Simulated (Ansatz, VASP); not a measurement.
## One calculation of Ga3PN2, two programs

```
N P Ga
1.0
     3.39635    0.00000    0.00000
    -1.69817    2.94132    0.00000
     0.00000    0.00000    8.44531
N P Ga
2 1 3
Direct
  0.00000 0.00000 0.01661
  0.33333 0.66667 0.31546
  0.66667 0.33333 0.66234
  0.33333 0.66667 0.08453
  0.66667 0.33333 0.38526
  0.00000 0.00000 0.78580
```

Alike in both runs: task single point; functional PBE; k mesh 12 × 12 × 4; occupations fermi-dirac, width 0.02 eV; no spin polarisation.

```csv
,VASP,Ansatz
version,VASP 6.6.1,Ansatz 0.2.0
potentials or method,"VASP PAW PBE potentials, release 64 (N, P, Ga_d)","plane waves, PAW"
plane-wave cutoff (eV),520,420
valence electrons in the cell,54,54
```

Ansatz gave:

```
pressure (GPa)                                                : 4.5
traceless stress, the component that is largest in VASP (GPa) : 0.64
rms of the force components (eV/Å)                            : 0.082
```

What did VASP give for the same quantities?

Pressure (GPa): 4.6; traceless stress, the component that is largest in VASP (GPa): 0.60; rms of the force components (eV/Å): 0.072.

Atom by atom the forces differ by 0.012 eV/Å (rms over components). With one functional, cell and mesh, what is left measures potentials, basis and numerics.
